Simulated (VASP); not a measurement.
Write the native input for VASP 6.6.1 that does the following.

```yaml
Task: single point
Functional: PBE
Potentials_or_basis: VASP PAW PBE potentials, release 64 (Au, Al)
Cutoff: 520 eV
k_mesh: 5 × 5 × 5
Occupations: fermi-dirac, width 0.05 eV
Spin: no spin polarisation
Dipole_correction: no
Further_INCAR_settings: ALGO = Normal; EDIFF = 1e-06; NBANDS = 18
```

The structure of Al3Au lies in POSCAR:

```
Al3Au
1.0
   -2.0253330000      2.0253330000      4.0566000000
    2.0253330000     -2.0253330000      4.0566000000
    2.0253330000      2.0253330000     -4.0566000000
Au Al
1 3
Direct
    0.0000000000      0.0000000000      0.0000000000
    0.5000000000      0.5000000000      0.0000000000
    0.2500000000      0.7500000000      0.5000000000
    0.7500000000      0.2500000000      0.5000000000
```

The input as run:

INCAR

```
SYSTEM = Al3Au
ALGO = Normal ; EDIFF = 1E-6
ENCUT = 520 ; GGA = PE
ISIF = 2 ; ISMEAR = -1
LASPH = .True. ; LCHARG = .False.
LREAL = .False. ; LWAVE = .False.
NBANDS = 18 ; NELM = 80
PREC = Accurate ; SIGMA = 0.05
```

KPOINTS

```
k-points
0
Gamma
  5 5 5
  0 0 0
```

Potentials or basis: VASP PAW PBE potentials, release 64 (Au, Al).

Launch:

```console
$ cat potpaw_PBE.64/Au/POTCAR potpaw_PBE.64/Al/POTCAR > POTCAR
$ mpirun -np 1 vasp_std > vasp.out
```

It gave:

```
Pressure               : 0.2 GPa
Band gap on the k mesh : zero (band 10 reaches 10.58 eV, above the bottom of band 11 at 7.28 eV)
```

Caveat: the k points lie up to 0.44 Å⁻¹ apart; spin-orbit coupling is left out, which moves the levels of the heavy elements.

Run time: 11 s on 1 thread of Intel(R) Xeon(R) 6975P-C (Granite Rapids) (shared host), peak memory 0.23 GiB.
